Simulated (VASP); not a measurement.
# AgCl (P4/mmm) in VASP: notebook, part 2 of 2

VASP 6.6.1. Earlier steps stand in the parts before.

### Step 4. Single point, r2SCAN (strain +0.0300 x Voigt [0, 1, 0, 0, 0, 0])

The input, POSCAR:

```
AgCl
1.0
    3.4339730000      0.0000000000      0.0000000000
    0.0000000000      3.5369921900      0.0000000000
    0.0000000000      0.0000000000      3.4339730000
Ag Cl
1 1
Direct
    0.0000000000      0.0000000000      0.0000000000
    0.5000000000      0.5000000000      0.5000000000
```

The input, INCAR.step1:

```
SYSTEM = AgCl
  PREC = Accurate
  ENCUT = 520
  ISMEAR = 0
  SIGMA = 0.05
  LREAL = .FALSE.
  LASPH = .TRUE.
  NELM = 60
  NBANDS = 16
  GGA = PE
  ALGO = Normal
  EDIFF = 1E-4
  LWAVE = .TRUE.
  LCHARG = .FALSE.
```

The input, INCAR.step2:

```
SYSTEM = AgCl
  PREC = Accurate
  ENCUT = 520
  EDIFF = 1E-6
  ISMEAR = 0
  SIGMA = 0.05
  LREAL = .FALSE.
  LASPH = .TRUE.
  NELM = 60
  ALGO = Normal
  ISIF = 2
  LWAVE = .FALSE.
  LCHARG = .TRUE.
  METAGGA = R2SCAN
  LMIXTAU = .TRUE.
  LELF = .TRUE.
  LVHAR = .TRUE.
  NBANDS = 16
  ISTART = 1
```

The input, KPOINTS:

```
Automatic mesh
0
G
  8 8 8
  0 0 0
```

Potentials or basis: VASP PAW PBE potentials, release 64 (Ag, Cl).

Run with:

```console
cat potpaw_PBE.64/Ag/POTCAR potpaw_PBE.64/Cl/POTCAR > POTCAR
cp INCAR.step1 INCAR
mpirun -np 1 vasp_std > vasp.out
cp INCAR.step2 INCAR
mpirun -np 1 vasp_std > vasp.out
```

OUTCAR:

```text
SYSTEM = AgCl
   PREC = Accurate
   ENCUT = 520
   EDIFF = 1E-6
   ISMEAR = 0
   LREAL = .FALSE.
   LASPH = .TRUE.
   NELM = 60
   ISIF = 2
   METAGGA = R2SCAN
   ISTART = 1

 ion  position               nearest neighbor table
   1  0.000  0.000  0.000-   2 3.00   2 3.00   2 3.00   2 3.00   2 3.00   2 3.00   2 3.00   2 3.00

   2  0.500  0.500  0.500-   1 3.00   1 3.00   1 3.00   1 3.00   1 3.00   1 3.00   1 3.00   1 3.00

  LATTYP: Found a simple tetragonal cell.
 ALAT       =     3.4339730000
 C/A-ratio  =     1.0300000000

  Lattice vectors:

 A1 = (  -3.4339730000,   0.0000000000,   0.0000000000)
 A2 = (   0.0000000000,   0.0000000000,   3.4339730000)
 A3 = (   0.0000000000,   3.5369921900,   0.0000000000)

Analysis of symmetry for initial positions (statically):
=====================================================================
 Subroutine PRICEL returns:
 Original cell was already a primitive cell.

 Routine SETGRP: Setting up the symmetry group for a
 simple tetragonal supercell.

 Subroutine GETGRP returns: Found 16 space group operations
 (whereof 16 operations were pure point group operations)
 out of a pool of 16 trial point group operations.

The static configuration has the point symmetry D_4h.

Analysis of symmetry for dynamics (positions and initial velocities):
=====================================================================
 Subroutine PRICEL returns:
 Original cell was already a primitive cell.

 Routine SETGRP: Setting up the symmetry group for a
 simple tetragonal supercell.

 Subroutine GETGRP returns: Found 16 space group operations
 (whereof 16 operations were pure point group operations)
 out of a pool of 16 trial point group operations.

The dynamic configuration has the point symmetry D_4h.

 Subroutine INISYM returns: Found 16 space group operations
 (whereof 16 operations are pure point group operations),
 and found     1 'primitive' translations

----------------------------------------------------------------------------------------

                                     Primitive cell

  volume of cell :      41.7088

  direct lattice vectors                    reciprocal lattice vectors
     3.433973000  0.000000000  0.000000000     0.291207881  0.000000000  0.000000000
     0.000000000  3.536992190  0.000000000     0.000000000  0.282726098  0.000000000
     0.000000000  0.000000000  3.433973000     0.000000000  0.000000000  0.291207881

  length of vectors
     3.433973000  3.536992190  3.433973000     0.291207881  0.282726098  0.291207881

  position of ions in fractional coordinates (direct lattice)
     0.000000000  0.000000000  0.000000000
     0.500000000  0.500000000  0.500000000

  ion indices of the primitive-cell ions
   primitive index   ion index
                 1           1
                 2           2

----------------------------------------------------------------------------------------

 KPOINTS: Automatic mesh

Automatic generation of k-mesh.
 Grid dimensions read from file:
 generate k-points for:    8    8    8

 Generating k-lattice:

  Cartesian coordinates                     Fractional coordinates (reciprocal lattice)
     0.036400985  0.000000000  0.000000000     0.125000000  0.000000000  0.000000000
     0.000000000  0.035340762  0.000000000     0.000000000  0.125000000  0.000000000
     0.000000000  0.000000000  0.036400985     0.000000000  0.000000000  0.125000000

  Length of vectors
     0.036400985  0.035340762  0.036400985

  Shift w.r.t. Gamma in fractional coordinates (k-lattice)
     0.000000000  0.000000000  0.000000000

 Subroutine IBZKPT returns following result:
 ===========================================

 Found     75 irreducible k-points:

 Following reciprocal coordinates:
            Coordinates               Weight
  0.000000  0.000000  0.000000      1.000000
  0.125000  0.000000  0.000000      4.000000
  0.250000  0.000000  0.000000      4.000000
  0.375000  0.000000  0.000000      4.000000
  0.500000  0.000000  0.000000      2.000000
  0.000000  0.125000  0.000000      2.000000
[... 16 lines left out ...]
  0.250000  0.500000  0.000000      4.000000
  0.375000  0.500000  0.000000      4.000000
 [... further k-points ...]
   k-points           NKPTS =     75   k-points in BZ     NKDIM =     75   number of bands    NBANDS=     16
   number of dos      NEDOS =    301   number of ions     NIONS =      2
   total plane-waves  NPLWV =  21952
   dimension x,y,z NGX =    28 NGY =   28 NGZ =   28
   dimension x,y,z NGXF=    56 NGYF=   56 NGZF=   56
   ions per type =               1   1
   NGX,Y,Z   is equivalent  to a cutoff of  13.56, 13.16, 13.56 a.u.
   NGXF,Y,Z  is equivalent  to a cutoff of  27.11, 26.32, 27.11 a.u.
 SYSTEM =  AgCl
   PREC   = accura    normal or accurate (medium, high low for compatibility)
   ISTART =      1    job   : 0-new  1-cont  2-samecut
   ICHARG =      0    charge: 1-file 2-atom 10-const
   ISPIN  =      1    spin polarized calculation?
   LNONCOLLINEAR =      F non collinear calculations
   LSORBIT =      F    spin-orbit coupling
   LASPH  =      T    aspherical Exc in radial PAW
   ENCUT  =  520.0 eV  38.22 Ry    6.18 a.u.   6.38  6.58  6.38*2*pi/ulx,y,z
   NELM   =     60;   NELMIN=  2; NELMDL=  0     # of ELM steps
   EDIFF  = 0.1E-05   stopping-criterion for ELM
   LREAL  =      F    real-space projection
   EDIFFG = 0.1E-04   stopping-criterion for IOM
   NSW    =      0    number of steps for IOM
   IBRION =     -1    ionic relax: 0-MD 1-quasi-New 2-CG
   NFREE  =      0    steps in history (QN), initial steepest desc. (CG)
   ISIF   =      2    stress and relaxation
   ISYM   =      2    0-nonsym 1-usesym 2-fastsym
   POTIM  = 0.5000    time-step for ionic-motion
   TEBEG  =    0.0;   TEEND  =   0.0 temperature during run
   PSTRESS=    0.0 pullay stress
   NELECT =      18.0000    total number of electrons
   NUPDOWN=      -1.0000    fix difference up-down
   EMIN   =  10.00;   EMAX   =-10.00  energy-range for DOS
   EFERMI =   0.00;   METHOD = LEGACY
   ISMEAR =     0;   SIGMA  =   0.05  broadening in eV -4-tet -1-fermi 0-gaus
   EFERMI_NEDOS =   21; number of points for ismear=-14 and -15
   IALGO  =     38    algorithm
   IMIX   =      4    mixing-type and parameters
     AMIX     =   0.40;   BMIX     =  1.00
     AMIX_MAG =   1.60;   BMIX_MAG =  1.00
  volume/ion in A,a.u.               =      20.85       140.73
  Fermi-wavevector in a.u.,A,eV,Ry     =   1.237152  2.337878 20.824329  1.530545
  Thomas-Fermi vector in A             =   2.371731
   LORBIT       =      0    0 simple, 1 ext, 2 COOP (PROOUT), +10 PAW based schemes
   METAGGA = R2SCAN    functional components
   LHFCALC =     F    Hartree Fock is set to
   AEXX    =    0.0000 exact exchange contribution
   IVDW    =     0    specifies the selected vdW correction
   LEPSILON=     F    determine dielectric tensor
   LRPA    =     F    only Hartree local field effects (RPA)
 non-spin polarized calculation
 Gauss-broadening in eV      SIGMA  =   0.05
  energy-cutoff  :      520.00
  volume of cell :       41.71
 maximum number of plane-waves:      1144
 NGX is ok and might be reduce to    28
   NGX = 13   NGY = 13   NGZ = 13

 number of electron      17.9999999 magnetization

 Free energy of the ion-electron system (eV)
  ---------------------------------------------------
  ext. energy  EPLUGINS =         0.00000000
  ---------------------------------------------------
  free energy    TOTEN  =       -28.36990547 eV

  energy without entropy =      -28.36990547  energy(sigma->0) =      -28.36990547

 E-fermi :   3.4952     XC(G=0): -10.7056

 val. band max:        3.2438309935   @ k =   0.0000   0.5000   0.0000
 cond. band min:       4.3643644028   @ k =   0.0000   0.0000   0.0000
 fundamental gap:      1.1205334093
 Fermi energy:         3.4952196206

 k-point     1 :       0.0000    0.0000    0.0000
  band No.  band energies     occupation
      1     -11.7759      2.00000
      2       0.6118      2.00000
      3       0.6615      2.00000
      4       1.4973      2.00000
      5       1.4973      2.00000
      6       1.5227      2.00000
[... 8 lines left out ...]
     15      17.7685      0.00000
     16      20.1631      0.00000
[... 419 lines left out ...]
 k-point    24 :       0.3750    0.5000    0.0000
  band No.  band energies     occupation
      1     -11.1337      2.00000
      2      -0.4922      2.00000
      3      -0.1271      2.00000
      4       0.9181      2.00000
      5       1.1128      2.00000
      6       1.2868      2.00000
[... 8 lines left out ...]
     15      17.8451      0.00000
     16      20.8268      0.00000

 [... further k-points ...]

------------------------ aborting loop because EDIFF is reached ----------------------------------------

  FORCE on cell =-STRESS in cart. coord.  units (eV):
  Direction    XX          YY          ZZ          XY          YZ          ZX
  --------------------------------------------------------------------------------------
  -------------------------------------------------------------------------------------
  Total       -0.6936173     -1.0912214     -0.6936173     -0.0000000      0.0000000      0.0000000
  in kB      -26.6441983    -41.9175205    -26.6441983     -0.0000000      0.0000000      0.0000000
  external PRESSURE =     -31.7353057 kB  Pullay stress =       0.0000000 kB

 VOLUME and BASIS-vectors are now :
 -----------------------------------------------------------------------------
  energy-cutoff  :      520.00
  volume of cell :       41.71
      direct lattice vectors                 reciprocal lattice vectors
     3.433973000  0.000000000  0.000000000     0.291207881  0.000000000  0.000000000
     0.000000000  3.536992190  0.000000000     0.000000000  0.282726098  0.000000000
     0.000000000  0.000000000  3.433973000     0.000000000  0.000000000  0.291207881

 POSITION                                       TOTAL-FORCE (eV/Angst)
 -----------------------------------------------------------------------------------
      0.00000      0.00000      0.00000         0.000000      0.000000      0.000000
      1.71699      1.76850      1.71699         0.000000      0.000000      0.000000
 -----------------------------------------------------------------------------------
    total drift:                               -0.000000      0.000000      0.000000

  FREE ENERGIE OF THE ION-ELECTRON SYSTEM (eV)
  ---------------------------------------------------
  free  energy   TOTEN  =       -28.3699054672 eV

  energy  without entropy=      -28.3699054672  energy(sigma->0) =      -28.36990547
```

It took 66 s on 1 thread of Intel Xeon 6975P-C (Granite Rapids), shared host; peak memory 0.19 GiB.

What came out:

```yaml
Free_energy: -28.3699 eV
Pressure: -3.2 GPa
Band_gap_on_the_k_mesh: 1.12 eV (least direct gap 2.51 eV)
```

Stress tensor (GPa, compression positive):
```
-2.66  0.00  0.00
 0.00 -4.19  0.00
 0.00  0.00 -2.66
```

Caveat: the cell differs from its parent crystal (strain +0.0300 x Voigt [0, 1, 0, 0, 0, 0]); the cell stands under tension; the PAW data sets were made with another functional, which shifts forces and pressure a little.

### Step 5. Single point, r2SCAN (strain +0.0350 x Voigt [0, 1, 0, 0, 0, 0])

POSCAR, as its differences from that of step 4:

```diff
@@ -3,3 +3,3 @@
     3.4339730000      0.0000000000      0.0000000000
-    0.0000000000      3.5369921900      0.0000000000
+    0.0000000000      3.5541620550      0.0000000000
     0.0000000000      0.0000000000      3.4339730000
```

The input, INCAR.step1:

```
SYSTEM = AgCl
ALGO = Normal
EDIFF = 1E-4
ENCUT = 520
GGA = PE
ISMEAR = 0
LASPH = .True.
LCHARG = .False.
LREAL = .False.
LWAVE = .True.
NBANDS = 16
NELM = 100
PREC = Accurate
SIGMA = 0.05
```

The input, INCAR.step2:

```
SYSTEM = AgCl
ALGO = Normal
EDIFF = 1E-6
ENCUT = 520
ISIF = 2
ISMEAR = 0
ISTART = 1
LASPH = .True.
LCHARG = .True.
LELF = .True.
LMIXTAU = .True.
LREAL = .False.
LVHAR = .True.
LWAVE = .False.
METAGGA = R2SCAN
NBANDS = 16
NELM = 100
PREC = Accurate
SIGMA = 0.05
```

The input, KPOINTS:

```
k-points
0
Gamma
  8 8 8
  0 0 0
```

Run with:

```console
cat potpaw_PBE.64/Ag/POTCAR potpaw_PBE.64/Cl/POTCAR > POTCAR
cp INCAR.step1 INCAR
mpirun -np 1 vasp_std > vasp.out
cp INCAR.step2 INCAR
mpirun -np 1 vasp_std > vasp.out
```

It took 63 s on 1 thread of Intel Xeon 6975P-C (Granite Rapids), shared host; peak memory 0.19 GiB.

Results (log left out):

* Free energy: -28.3645 eV
* Pressure: -3.4 GPa
* Band gap on the k mesh: 1.11 eV (least direct gap 2.48 eV)

Stress tensor (GPa, compression positive):
```
-2.78  0.00  0.00
 0.00 -4.54  0.00
 0.00  0.00 -2.78
```

Levels at points of the mesh, in eV from the valence-band top:
```
           k point  band 7  band 8  band 9  band 10  band 11  band 12
(0.00, 0.00, 0.00)   -1.68   -1.37   -1.37     1.11     9.89    10.14
(0.50, 0.00, 0.00)   -1.36   -0.07   -0.02     5.48     5.94    10.13
(0.00, 0.50, 0.00)   -1.49    0.00    0.00     5.70     5.79    10.16
(0.50, 0.50, 0.00)   -1.95   -1.48   -0.81     3.20     9.38     9.77
(0.50, 0.00, 0.50)   -2.03   -1.44   -1.01     3.50     9.39     9.39
(0.50, 0.50, 0.50)   -0.23   -0.23   -0.17     5.42     5.42     5.52
```

Caveat: the cell differs from its parent crystal (strain +0.0350 x Voigt [0, 1, 0, 0, 0, 0]); the cell stands under tension; the PAW data sets were made with another functional, which shifts forces and pressure a little. A k mesh can miss the band edges.

### Step 6. Single point, r2SCAN (strain +0.0400 x Voigt [0, 1, 0, 0, 0, 0])

POSCAR, as its differences from that of step 5:

```diff
@@ -3,3 +3,3 @@
     3.4339730000      0.0000000000      0.0000000000
-    0.0000000000      3.5541620550      0.0000000000
+    0.0000000000      3.5713319200      0.0000000000
     0.0000000000      0.0000000000      3.4339730000
```

The input, INCAR.step1:

```
SYSTEM = AgCl
PREC = Accurate
ENCUT = 520
ISMEAR = 0
SIGMA = 0.05
LREAL = .False.
LASPH = .True.
NELM = 100
NBANDS = 16
GGA = PE
ALGO = Normal
EDIFF = 1E-4
LWAVE = .True.
LCHARG = .False.
```

The input, INCAR.step2:

```
SYSTEM = AgCl
PREC = Accurate
ENCUT = 520
EDIFF = 1E-7
ISMEAR = 0
SIGMA = 0.05
LREAL = .False.
LASPH = .True.
NELM = 100
ALGO = Normal
ISIF = 2
LWAVE = .False.
LCHARG = .False.
METAGGA = R2SCAN
LMIXTAU = .True.
NBANDS = 16
ISTART = 1
```

The input, KPOINTS:

```
Automatic mesh
0
Gamma
  8 8 8
  0 0 0
```

Potentials or basis: VASP PAW PBE potentials, release 64 (Ag, Cl).

Run with:

```console
cat potpaw_PBE.64/Ag/POTCAR potpaw_PBE.64/Cl/POTCAR > POTCAR
cp INCAR.step1 INCAR
mpirun -np 1 vasp_std > vasp.out
cp INCAR.step2 INCAR
mpirun -np 1 vasp_std > vasp.out
```

Wall time 73 s (1 thread of Intel Xeon 6975P-C (Granite Rapids), shared host); peak memory 0.19 GiB.

It converged, with:

```
Free energy            : -28.3587 eV
Pressure               : -3.5 GPa
Band gap on the k mesh : 1.10 eV (least direct gap 2.44 eV)
```

Stress tensor (GPa, compression positive):
```
-2.88  0.00  0.00
 0.00 -4.87  0.00
 0.00  0.00 -2.88
```

Levels at points of the mesh, in eV from the valence-band top:
```
           k point  band 6  band 7  band 8  band 9  band 10  band 11  band 12  band 13
(0.00, 0.00, 0.00)   -1.71   -1.69   -1.34   -1.34     1.10     9.88    10.16    13.86
(0.50, 0.00, 0.00)   -1.69   -1.35   -0.07   -0.02     5.46     5.91    10.14    10.17
(0.00, 0.50, 0.00)   -1.67   -1.50    0.00    0.00     5.71     5.75    10.18    10.84
(0.50, 0.50, 0.00)   -1.99   -1.93   -1.48   -0.79     3.18     9.33     9.78    11.28
(0.50, 0.00, 0.50)   -2.03   -2.03   -1.43   -1.02     3.53     9.35     9.35    11.11
(0.50, 0.50, 0.50)   -1.42   -0.24   -0.24   -0.17     5.42     5.42     5.54     7.21
```

Caveat: the cell differs from its parent crystal (strain +0.0400 x Voigt [0, 1, 0, 0, 0, 0]); the cell stands under tension; the PAW data sets were made with another functional, which shifts forces and pressure a little. A k mesh can miss the band edges.

### Step 7. Overview

| cell | gap on the mesh (eV) | pressure (GPa) |
| --- | --- | --- |
| a = 3.434, b = 3.297 Å, 2 atoms | 1.12 | 0.3 |
| a = 3.434, b = 3.503 Å, 2 atoms | 1.14 | -2.8 |
| a = 3.434, b = 3.537 Å, 2 atoms | 1.12 | -3.2 |
| a = 3.434, b = 3.554 Å, 2 atoms | 1.11 | -3.4 |
| a = 3.434, b = 3.571 Å, 2 atoms | 1.10 | -3.5 |

Alike in all rows: task single point; level r2SCAN; potentials or basis VASP PAW PBE potentials, release 64 (Ag, Cl); no spin polarisation; k mesh 8 × 8 × 8; cutoff (eV) 520; smearing gaussian 0.05 eV.

Caveats: the PAW data sets were made with another functional, which shifts forces and pressure a little; the cell stands under tension (at least some runs).

Total energies depend on the potentials used, so only differences within one code and one set of settings carry meaning.
